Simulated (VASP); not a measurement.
# WC (Imm2) in VASP: further runs, part 2 of 2

VASP 6.6.1. The steps go on from the part before.

### 3 Single point, PBEsol

Contents of INCAR:

```
SYSTEM = WC
PREC     = Accurate       ! precision mode
ENCUT    = 910            ! plane-wave cutoff, eV
EDIFF    = 1E-6           ! SCF threshold, eV
ISMEAR   = 0              ! smearing method
SIGMA    = 0.15           ! smearing width, eV
LREAL    = .False.        ! projectors in reciprocal space
LASPH    = .True.         ! aspherical terms in the spheres
NELM     = 120            ! most SCF steps
ALGO     = Normal         ! electronic algorithm
ISIF     = 2              ! what is computed and relaxed
LWAVE    = .False.        ! write WAVECAR
LCHARG   = .True.         ! write CHGCAR
GGA      = PS             ! functional
LELF     = .True.         ! ELF
LVHAR    = .True.       
NBANDS   = 16             ! bands
GGA_COMPAT= .False.
```

Contents of KPOINTS:

```
regular mesh
0
Gamma
  18 18 18
  0 0 0
```

Contents of POSCAR:

```
WC
1.0
    0.0000000000      2.1926840000      2.1926840000
    2.1926840000      0.0000000000      2.1926840000
    2.1926840000      2.1926840000      0.0000000000
W C
1 1
Direct
   -0.0483726872      0.0000000000      0.0000000000
    0.5000000000      0.5000000000      0.5000000000
```

Potentials or basis: VASP PAW PBE potentials, release 64 (W_sv, C_h).

Command:

```sh
$ cat potpaw_PBE.64/W_sv/POTCAR potpaw_PBE.64/C_h/POTCAR > POTCAR
$ mpirun -np 1 vasp_std > vasp.out
```

OUTCAR:

```text
SYSTEM = WC
   PREC = Accurate
   ENCUT = 910
   EDIFF = 1E-6
   ISMEAR = 0
   LREAL = .False.
   LASPH = .True.
   NELM = 120
   ISIF = 2
   GGA = PS

 ion  position               nearest neighbor table
   1  0.952  0.000  0.000-   2 2.09   2 2.09   2 2.20   2 2.20   2 2.30   2 2.30
   2  0.500  0.500  0.500-   1 2.09   1 2.09   1 2.20   1 2.20   1 2.30   1 2.30

  LATTYP: Found a face centered cubic cell.
 ALAT       =     4.3853680000

  Lattice vectors:

 A1 = (   0.0000000000,   2.1926840000,   2.1926840000)
 A2 = (   2.1926840000,   0.0000000000,   2.1926840000)
 A3 = (   2.1926840000,   2.1926840000,   0.0000000000)

Analysis of symmetry for initial positions (statically):
=====================================================================
 Subroutine PRICEL returns:
 Original cell was already a primitive cell.

 Routine SETGRP: Setting up the symmetry group for a
 face centered cubic supercell.

 Subroutine GETGRP returns: Found  4 space group operations
 (whereof  4 operations were pure point group operations)
 out of a pool of 48 trial point group operations.

The static configuration has the point symmetry C_2v.

Analysis of symmetry for dynamics (positions and initial velocities):
=====================================================================
 Subroutine PRICEL returns:
 Original cell was already a primitive cell.

 Routine SETGRP: Setting up the symmetry group for a
 face centered cubic supercell.

 Subroutine GETGRP returns: Found  4 space group operations
 (whereof  4 operations were pure point group operations)
 out of a pool of 48 trial point group operations.

The dynamic configuration has the point symmetry C_2v.

 Subroutine INISYM returns: Found  4 space group operations
 (whereof  4 operations are pure point group operations),
 and found     1 'primitive' translations

----------------------------------------------------------------------------------------

                                     Primitive cell

  volume of cell :      21.0842

  direct lattice vectors                    reciprocal lattice vectors
     0.000000000  2.192684000  2.192684000    -0.228031034  0.228031034  0.228031034
     2.192684000  0.000000000  2.192684000     0.228031034 -0.228031034  0.228031034
     2.192684000  2.192684000  0.000000000     0.228031034  0.228031034 -0.228031034

  length of vectors
     3.100923451  3.100923451  3.100923451     0.394961337  0.394961337  0.394961337

  position of ions in fractional coordinates (direct lattice)
     0.951627313  0.000000000  0.000000000
     0.500000000  0.500000000  0.500000000

  ion indices of the primitive-cell ions
   primitive index   ion index
                 1           1
                 2           2

----------------------------------------------------------------------------------------

 KPOINTS: regular mesh

Automatic generation of k-mesh.
 Grid dimensions read from file:
 generate k-points for:   18   18   18

 Generating k-lattice:

  Cartesian coordinates                     Fractional coordinates (reciprocal lattice)
    -0.012668391  0.012668391  0.012668391     0.055555556  0.000000000  0.000000000
     0.012668391 -0.012668391  0.012668391     0.000000000  0.055555556  0.000000000
     0.012668391  0.012668391 -0.012668391     0.000000000  0.000000000  0.055555556

  Length of vectors
     0.021942296  0.021942296  0.021942296

  Shift w.r.t. Gamma in fractional coordinates (k-lattice)
     0.000000000  0.000000000  0.000000000

 Subroutine IBZKPT returns following result:
 ===========================================

 Found    865 irreducible k-points:

 Following reciprocal coordinates:
            Coordinates               Weight
  0.000000  0.000000  0.000000      1.000000
  0.055556  0.000000  0.000000      4.000000
  0.000000  0.055556  0.000000      4.000000
  0.111111  0.000000  0.000000      4.000000
  0.000000  0.111111  0.000000      4.000000
  0.166667  0.000000  0.000000      4.000000
[... 16 lines left out ...]
  0.000000  0.111111  0.055556      4.000000
  0.055556  0.000000  0.111111      8.000000
 [... further k-points ...]
   k-points           NKPTS =    865   k-points in BZ     NKDIM =    865   number of bands    NBANDS=     16
   number of dos      NEDOS =    301   number of ions     NIONS =      2
   total plane-waves  NPLWV =  32768
   dimension x,y,z NGX =    32 NGY =   32 NGZ =   32
   dimension x,y,z NGXF=    64 NGYF=   64 NGZF=   64
   ions per type =               1   1
   NGX,Y,Z   is equivalent  to a cutoff of  17.16, 17.16, 17.16 a.u.
   NGXF,Y,Z  is equivalent  to a cutoff of  34.31, 34.31, 34.31 a.u.
 SYSTEM =  WC
   PREC   = accura    normal or accurate (medium, high low for compatibility)
   ISTART =      0    job   : 0-new  1-cont  2-samecut
   ICHARG =      2    charge: 1-file 2-atom 10-const
   ISPIN  =      1    spin polarized calculation?
   LNONCOLLINEAR =      F non collinear calculations
   LSORBIT =      F    spin-orbit coupling
   LASPH  =      T    aspherical Exc in radial PAW
   ENCUT  =  910.0 eV  66.88 Ry    8.18 a.u.   7.63  7.63  7.63*2*pi/ulx,y,z
   NELM   =    120;   NELMIN=  2; NELMDL= -5     # of ELM steps
   EDIFF  = 0.1E-05   stopping-criterion for ELM
   LREAL  =      F    real-space projection
   EDIFFG = 0.1E-04   stopping-criterion for IOM
   NSW    =      0    number of steps for IOM
   IBRION =     -1    ionic relax: 0-MD 1-quasi-New 2-CG
   NFREE  =      0    steps in history (QN), initial steepest desc. (CG)
   ISIF   =      2    stress and relaxation
   ISYM   =      2    0-nonsym 1-usesym 2-fastsym
   POTIM  = 0.5000    time-step for ionic-motion
   TEBEG  =    0.0;   TEEND  =   0.0 temperature during run
   PSTRESS=    0.0 pullay stress
   NELECT =      18.0000    total number of electrons
   NUPDOWN=      -1.0000    fix difference up-down
   EMIN   =  10.00;   EMAX   =-10.00  energy-range for DOS
   EFERMI =   0.00;   METHOD = LEGACY
   ISMEAR =     0;   SIGMA  =   0.15  broadening in eV -4-tet -1-fermi 0-gaus
   EFERMI_NEDOS =   21; number of points for ismear=-14 and -15
   IALGO  =     38    algorithm
   IMIX   =      4    mixing-type and parameters
     AMIX     =   0.40;   BMIX     =  1.00
     AMIX_MAG =   1.60;   BMIX_MAG =  1.00
  volume/ion in A,a.u.               =      10.54        71.14
  Fermi-wavevector in a.u.,A,eV,Ry     =   1.553029  2.934800 32.815887  2.411900
  Thomas-Fermi vector in A             =   2.657319
   LORBIT       =      0    0 simple, 1 ext, 2 COOP (PROOUT), +10 PAW based schemes
   GGA     = PS    functional components
   LHFCALC =     F    Hartree Fock is set to
   AEXX    =    0.0000 exact exchange contribution
   IVDW    =     0    specifies the selected vdW correction
   LEPSILON=     F    determine dielectric tensor
   LRPA    =     F    only Hartree local field effects (RPA)
 non-spin polarized calculation
 Gauss-broadening in eV      SIGMA  =   0.15
  energy-cutoff  :      910.00
  volume of cell :       21.08
 maximum number of plane-waves:      1363
   NGX = 15   NGY = 15   NGZ = 15

 number of electron      18.0000000 magnetization

 Free energy of the ion-electron system (eV)
  ---------------------------------------------------
  ext. energy  EPLUGINS =         0.00000000
  ---------------------------------------------------
  free energy    TOTEN  =       -22.92046298 eV

  energy without entropy =      -22.91012213  energy(sigma->0) =      -22.91529256

 E-fermi :  12.5088     XC(G=0): -13.8701

 val. band max:       12.5020368757   @ k =   0.2778   0.2222   0.0000
 cond. band min:      12.5088882700   @ k =  -0.3333   0.1667   0.0556
 fundamental gap:      0.0068513942
 Fermi energy:        12.5088081590

 k-point     1 :       0.0000    0.0000    0.0000
  band No.  band energies     occupation
      1     -62.7727      2.00000
      2     -26.7858      2.00000
      3     -26.7811      2.00000
      4     -26.7705      2.00000
      5      -3.1914      2.00000
      6       9.2792      2.00000
[... 8 lines left out ...]
     15      22.1333      0.00000
     16      35.5418      0.00000

 k-point     2 :       0.0556    0.0000    0.0000
  band No.  band energies     occupation
      1     -62.7716      2.00000
      2     -26.7974      2.00000
      3     -26.7879      2.00000
      4     -26.7748      2.00000
      5      -3.1044      2.00000
      6       8.9658      2.00000
[... 8 lines left out ...]
     15      22.3425      0.00000
     16      34.4914      0.00000
[... 387 lines left out ...]
      5      -2.8778      2.00000
      6       8.2747      2.00000
[... 8 lines left out ...]
     15      22.8726      0.00000
     16      33.0065      0.00000

 k-point    24 :       0.0556    0.0000    0.1111
  band No.  band energies     occupation
      1     -62.7686      2.00000
      2     -26.8415      2.00000
      3     -26.7937      2.00000
      4     -26.7839      2.00000
      5      -2.8756      2.00000
      6       8.3472      2.00000
[... 8 lines left out ...]
     15      22.8707      0.00000
     16      32.9561      0.00000

 [... further k-points ...]
[... 5 lines left out ...]
  --------------------------------------------------------------------------------------
  -------------------------------------------------------------------------------------
  Total       -1.2579951     -0.4947704     -0.4947704      0.0000000     -0.0736192      0.0000000
  in kB      -95.5941653    -37.5972527    -37.5972527      0.0000000     -5.5942721      0.0000000
  external PRESSURE =     -56.9295569 kB  Pullay stress =       0.0000000 kB

 VOLUME and BASIS-vectors are now :
 -----------------------------------------------------------------------------
  energy-cutoff  :      910.00
  volume of cell :       21.08
      direct lattice vectors                 reciprocal lattice vectors
     0.000000000  2.192684000  2.192684000    -0.228031034  0.228031034  0.228031034
     2.192684000  0.000000000  2.192684000     0.228031034 -0.228031034  0.228031034
     2.192684000  2.192684000  0.000000000     0.228031034  0.228031034 -0.228031034

 POSITION                                       TOTAL-FORCE (eV/Angst)
 -----------------------------------------------------------------------------------
      0.00000      2.08662      2.08662         0.000000      0.778228      0.778228
      2.19268      2.19268      2.19268         0.000000     -0.778228     -0.778228
 -----------------------------------------------------------------------------------
    total drift:                                0.000000     -0.000031     -0.000031

  FREE ENERGIE OF THE ION-ELECTRON SYSTEM (eV)
  ---------------------------------------------------
  free  energy   TOTEN  =       -22.9204629845 eV

  energy  without entropy=      -22.9101221271  energy(sigma->0) =      -22.91529256
```

It took 3.6 min on 1 thread of Intel Xeon Platinum 8559C (Emerald Rapids), shared host; peak memory 0.74 GiB.

What came out:

- Free energy: -22.9205 eV
- Pressure: -5.7 GPa
- Largest force: 1.101 eV/Å
- Band gap on the k mesh: zero (bands 9 and 10 overlap by 3.06 eV)

Forces on the atoms (eV/Å):
```
W    0.000  0.778  0.778
C    0.000 -0.778 -0.778
```

Caveat: the cell differs from its parent crystal (all W atoms moved +0.150 Å, as atom 1 towards its neighbour atom 1 (W) at 3.101 Å); the cutoff is under 1.25 times the usual one of these potentials, so pressure, stress and relaxed cells hold a basis-set (Pulay) error; the cell stands under tension; the PAW data sets were made with another functional, which shifts forces and pressure a little; spin-orbit coupling is left out, which moves the levels of the heavy elements.

### 4 Single point, PBEsol

Contents of INCAR:

```
SYSTEM = WC
PREC = Accurate
ENCUT = 910
EDIFF = 1E-6
ISMEAR = 0
SIGMA = 0.15
LREAL = .False.
LASPH = .True.
NELM = 120
ALGO = Normal
ISIF = 2
LWAVE = .False.
LCHARG = .False.
GGA = PS
NBANDS = 16
GGA_COMPAT = .False.
```

Contents of KPOINTS:

```
Automatic mesh
0
Gamma
  18 18 18
  0 0 0
```

Changes to POSCAR since step 3:

```diff
@@ -8,3 +8,3 @@
 Direct
-   -0.0483726872      0.0000000000      0.0000000000
+    0.0644969162      0.0000000000      0.0000000000
     0.5000000000      0.5000000000      0.5000000000
```

Command:

```sh
$ cat potpaw_PBE.64/W_sv/POTCAR potpaw_PBE.64/C_h/POTCAR > POTCAR
$ mpirun -np 1 vasp_std > vasp.out
```

Run time: 4 min. Hardware: 1 thread of Intel Xeon Platinum 8559C (Emerald Rapids), shared host; peak memory 0.73 GiB.

It converged, with:

```
Free energy            : -22.8545 eV
Pressure               : -2.9 GPa
Largest force          : 1.538 eV/Å
Band gap on the k mesh : zero (bands 9 and 10 overlap by 3.11 eV)
```

Forces in eV/Å, atoms in the order of the input:
```
W    0.000 -1.088 -1.088
C    0.000  1.088  1.088
```

Stress tensor (GPa, compression positive):
```
-9.67  0.00  0.00
 0.00  0.51 -1.62
 0.00 -1.62  0.51
```

Levels at points of the mesh, in eV from the Fermi level:
| k point | band 5 | band 6 | band 7 | band 8 | band 9 | band 10 | band 11 | band 12 | band 13 | band 14 |
| --- | --- | --- | --- | --- | --- | --- | --- | --- | --- | --- |
| (0.00, 0.00, 0.00) | -15.66 | -3.51 | -3.37 | -2.67 | -2.59 | -1.30 | -0.03 | 0.67 | 1.01 | 6.46 |
| (0.50, 0.00, 0.00) | -11.30 | -9.47 | -6.55 | -6.44 | 1.08 | 1.20 | 2.47 | 4.81 | 8.78 | 8.98 |
| (0.00, 0.50, 0.00) | -11.10 | -9.69 | -6.40 | -6.21 | 1.06 | 1.07 | 2.37 | 4.28 | 8.09 | 8.88 |
| (0.50, 0.50, 0.00) | -13.38 | -5.98 | -5.45 | -2.56 | -2.01 | 1.23 | 2.35 | 2.38 | 5.06 | 7.18 |
| (0.00, 0.50, 0.50) | -13.39 | -6.23 | -5.50 | -2.79 | -1.62 | 1.44 | 2.38 | 2.38 | 5.62 | 6.90 |

Caveat: the cell differs from its parent crystal (all W atoms moved -0.200 Å, as atom 1 towards its neighbour atom 1 (W) at 3.101 Å); the cutoff is under 1.25 times the usual one of these potentials, so pressure, stress and relaxed cells hold a basis-set (Pulay) error; the PAW data sets were made with another functional, which shifts forces and pressure a little; spin-orbit coupling is left out, which moves the levels of the heavy elements.

### 5 The runs side by side

```csv
cell,gap on the mesh (eV),pressure (GPa),largest force (eV/Å)
"as given, atomic positions A",none,-4.4,1.32
"as given, atomic positions B",none,-5.7,1.10
"as given, atomic positions C",none,-2.9,1.54
```

Alike in all rows: task single point; level PBEsol; potentials or basis VASP PAW PBE potentials, release 64 (W_sv, C_h); no spin polarisation; k mesh 18 × 18 × 18; cutoff (eV) 910; smearing gaussian 0.15 eV.

Caveats: the cutoff is under 1.25 times the usual one of these potentials, so pressure, stress and relaxed cells hold a basis-set (Pulay) error; the PAW data sets were made with another functional, which shifts forces and pressure a little; spin-orbit coupling is left out, which moves the levels of the heavy elements; the cell stands under tension (at least some runs).

Total energies depend on the potentials used, so only differences within one code and one set of settings carry meaning.
